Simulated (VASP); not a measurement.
# SnO2 (I4/mmm) in VASP: notebook, part 2 of 2

VASP 6.6.1. The steps go on from the part before.

## Step 5: Single point, PBE (strain +0.0150 x Voigt [0, 0, 1, 0, 0, 0])

Contents of INCAR:

```
PREC = Accurate
ENCUT = 520
EDIFF = 1E-6
ISMEAR = 0
SIGMA = 0.15
LREAL = False
LASPH = True
NELM = 100
ALGO = Normal
ISIF = 2
LWAVE = False
LCHARG = False
GGA = PE
NBANDS = 20
```

Contents of KPOINTS:

```
regular mesh
0
Gamma
  16 16 16
```

Contents of POSCAR:

```
SnO2
1.0
    0.0000000000      2.5716524213      2.6102272076
    2.5716524213      0.0000000000      2.6102272076
    2.5716524213      2.5716524213      0.0000000000
Sn O
1 2
Direct
    0.0000000000      0.0000000000      0.0000000000
    0.2500000000      0.2500000000      0.2500000000
    0.7500000000      0.7500000000      0.7500000000
```

Potentials or basis: VASP PAW PBE potentials, release 64 (Sn_d, O).

Launch:

```
$ cat potpaw_PBE.64/Sn_d/POTCAR potpaw_PBE.64/O/POTCAR > POTCAR
$ mpirun -np 1 vasp_std > vasp.out
```

OUTCAR:

```text
PREC = Accurate
   ENCUT = 520
   EDIFF = 1E-6
   ISMEAR = 0
   LREAL = False
   LASPH = True
   NELM = 100
   ISIF = 2
   GGA = PE

 ion  position               nearest neighbor table
   1  0.000  0.000  0.000-   2 2.24   3 2.24   3 2.24   3 2.24   3 2.24   2 2.24   2 2.24   2 2.24

   2  0.250  0.250  0.250-   1 2.24   1 2.24   1 2.24   1 2.24
   3  0.750  0.750  0.750-   1 2.24   1 2.24   1 2.24   1 2.24

  LATTYP: Found a body centered tetragonal cell.
 ALAT       =     3.6368657319
 C/A-ratio  =     1.4354267658

  Lattice vectors:

 A1 = (  -2.5716524213,   0.0000000000,   2.6102272076)
 A2 = (   2.5716524213,   0.0000000000,   2.6102272076)
 A3 = (   0.0000000000,   2.5716524213,  -2.6102272076)

Analysis of symmetry for initial positions (statically):
=====================================================================
 Subroutine PRICEL returns:
 Original cell was already a primitive cell.

 Routine SETGRP: Setting up the symmetry group for a
 body centered tetragonal supercell.

 Subroutine GETGRP returns: Found 16 space group operations
[... 163 lines left out ...]
  free energy    TOTEN  =       -17.90828205 eV

  energy without entropy =      -17.90764255  energy(sigma->0) =      -17.90796230

 E-fermi :   7.3873     XC(G=0): -11.5983

 val. band max:        7.2404909531   @ k =  -0.2500   0.2500   0.5000
 cond. band min:       7.4559728522   @ k =   0.0625  -0.0000   0.0000
 fundamental gap:      0.2154818991
 Fermi energy:         7.3872578264

 k-point     1 :       0.0000    0.0000    0.0000
  band No.  band energies     occupation
      1     -13.3972      2.00000
      2     -13.3818      2.00000
      3     -13.3818      2.00000
      4     -13.2750      2.00000
      5     -13.2674      2.00000
      6     -12.0103      2.00000
[... 541 lines left out ...]
     19      22.0972      0.00000
     20      22.3704      0.00000

 [... further k-points ...]

------------------------ aborting loop because EDIFF is reached ----------------------------------------

  FORCE on cell =-STRESS in cart. coord.  units (eV):
  Direction    XX          YY          ZZ          XY          YZ          ZX
  --------------------------------------------------------------------------------------
  -------------------------------------------------------------------------------------
  Total       -0.0150898     -0.0150898     -1.3361193      0.0000000      0.0000000      0.0000000
  in kB       -0.7002608     -0.7002608    -62.0044655      0.0000000      0.0000000      0.0000000
  external PRESSURE =     -21.1349957 kB  Pullay stress =       0.0000000 kB

 VOLUME and BASIS-vectors are now :
 -----------------------------------------------------------------------------
  energy-cutoff  :      520.00
  volume of cell :       34.52
      direct lattice vectors                 reciprocal lattice vectors
     0.000000000  2.571652421  2.610227208    -0.194427519  0.194427519  0.191554206
     2.571652421  0.000000000  2.610227208     0.194427519 -0.194427519  0.191554206
     2.571652421  2.571652421  0.000000000     0.194427519  0.194427519 -0.191554206

 POSITION                                       TOTAL-FORCE (eV/Angst)
 -----------------------------------------------------------------------------------
      0.00000      0.00000      0.00000        -0.000000     -0.000000      0.000000
      1.28583      1.28583      1.30511        -0.000000     -0.000000     -0.000000
      3.85748      3.85748      3.91534         0.000000      0.000000      0.000000
 -----------------------------------------------------------------------------------
    total drift:                               -0.000000     -0.000000      0.000000

  FREE ENERGIE OF THE ION-ELECTRON SYSTEM (eV)
  ---------------------------------------------------
  free  energy   TOTEN  =       -17.9082820494 eV

  energy  without entropy=      -17.9076425478  energy(sigma->0) =      -17.90796230
```

stdout:

```text
POSCAR found type information on POSCAR SnO
 POSCAR found :  2 types and       3 ions
 scaLAPACK will be used
 LDA part: xc-table for (Slater+PW92), standard interpolation
 POSCAR, INCAR and KPOINTS ok, starting setup
 FFT: planning ... GRIDC
 FFT: planning ... GRID_SOFT
 FFT: planning ... GRID
 WAVECAR not read
 entering main loop
```

Run time: 91 s. Hardware: 1 thread of Intel Xeon 6975P-C (Granite Rapids), shared host; peak memory 0.33 GiB.

What came out:

| Item | Value |
| --- | --- |
| Free energy | -17.9083 eV |
| Pressure | -2.1 GPa |
| Band gap on the k mesh | zero (bands 13 and 14 overlap by 0.36 eV) |

Caveat: the cell differs from its parent crystal (strain +0.0150 x Voigt [0, 0, 1, 0, 0, 0]); semilocal functionals underestimate gaps, so a narrow gap can read as zero; spin-orbit coupling is left out, which moves the levels of the heavy elements.

## Step 6: Single point, PBE (strain +0.0200 x Voigt [0, 0, 1, 0, 0, 0])

Contents of INCAR:

```
SYSTEM = SnO2
ALGO = Normal
EDIFF = 1E-7
ENCUT = 520
GGA = PE
ISIF = 2
ISMEAR = 0
LASPH = .True.
LCHARG = .True.
LELF = .True.
LREAL = .False.
LVHAR = .True.
LWAVE = .False.
NBANDS = 20
NELM = 60
PREC = Accurate
SIGMA = 0.15
```

Contents of KPOINTS:

```
k-points
0
Gamma
  16 16 16
  0 0 0
```

Contents of POSCAR:

```
SnO2
1.0
    0.0000000000      2.5716524213      2.6230854697
    2.5716524213      0.0000000000      2.6230854697
    2.5716524213      2.5716524213      0.0000000000
Sn O
1 2
Direct
    0.0000000000      0.0000000000      0.0000000000
    0.2500000000      0.2500000000      0.2500000000
    0.7500000000      0.7500000000      0.7500000000
```

Potentials or basis: VASP PAW PBE potentials, release 64 (Sn_d, O).

Launch:

```
$ cat potpaw_PBE.64/Sn_d/POTCAR potpaw_PBE.64/O/POTCAR > POTCAR
$ mpirun -np 1 vasp_std > vasp.out
```

Run time: 96 s. Hardware: 1 thread of Intel Xeon 6975P-C (Granite Rapids), shared host; peak memory 0.33 GiB.

Results (log left out):

* Free energy: -17.9008 eV
* Pressure: -3.0 GPa
* Band gap on the k mesh: zero (bands 13 and 14 overlap by 0.43 eV)

Stress tensor (GPa, compression positive):
```
-0.27  0.00  0.00
 0.00 -0.27  0.00
 0.00  0.00 -8.34
```

Levels at points of the mesh, in eV from the Fermi level:
```
           k point  band 9  band 10  band 11  band 12  band 13  band 14  band 15  band 16  band 17  band 18
(0.00, 0.00, 0.00)   -2.97    -2.89    -1.69    -1.37    -1.37    -0.56     6.67     6.67     6.80    12.89
(0.50, 0.00, 0.00)   -3.86    -3.41    -3.29    -2.21    -2.15     4.12     7.53     9.66     9.71    14.76
(0.50, 0.50, 0.00)   -5.28    -5.28    -0.41    -0.34    -0.34     2.95     6.64     9.42    11.31    11.31
(0.50, 0.00, 0.50)   -5.39    -5.35    -0.53    -0.29    -0.22     2.67     6.44     9.51    11.30    11.46
```

Caveat: the cell differs from its parent crystal (strain +0.0200 x Voigt [0, 0, 1, 0, 0, 0]); semilocal functionals underestimate gaps, so a narrow gap can read as zero; spin-orbit coupling is left out, which moves the levels of the heavy elements.

## Step 7: Summary

| cell | gap on the mesh (eV) | pressure (GPa) |
| --- | --- | --- |
| a = 3.601, b = 3.601, c = 3.637 Å, angles 59.7, 59.7, 60.7°, 3 atoms | none | 4.6 |
| a = 3.619, b = 3.619, c = 3.637 Å, angles 59.8, 59.8, 60.3°, 3 atoms | none | 2.5 |
| a = 3.646, b = 3.646, c = 3.637 Å, angles 60.1, 60.1, 59.8°, 3 atoms | none | -0.4 |
| a = 3.664, b = 3.664, c = 3.637 Å, angles 60.2, 60.2, 59.5°, 3 atoms | none | -2.1 |
| a = 3.673, b = 3.673, c = 3.637 Å, angles 60.3, 60.3, 59.3°, 3 atoms | none | -3.0 |

Alike in all rows: task single point; level PBE; potentials or basis VASP PAW PBE potentials, release 64 (Sn_d, O); no spin polarisation; k mesh 16 × 16 × 16; cutoff (eV) 520; smearing gaussian 0.15 eV.

Caveats: semilocal functionals underestimate gaps, so a narrow gap can read as zero; spin-orbit coupling is left out, which moves the levels of the heavy elements; the cell stands under pressure (at least some runs).

Absolute energies hang on the potentials; compare differences alone.
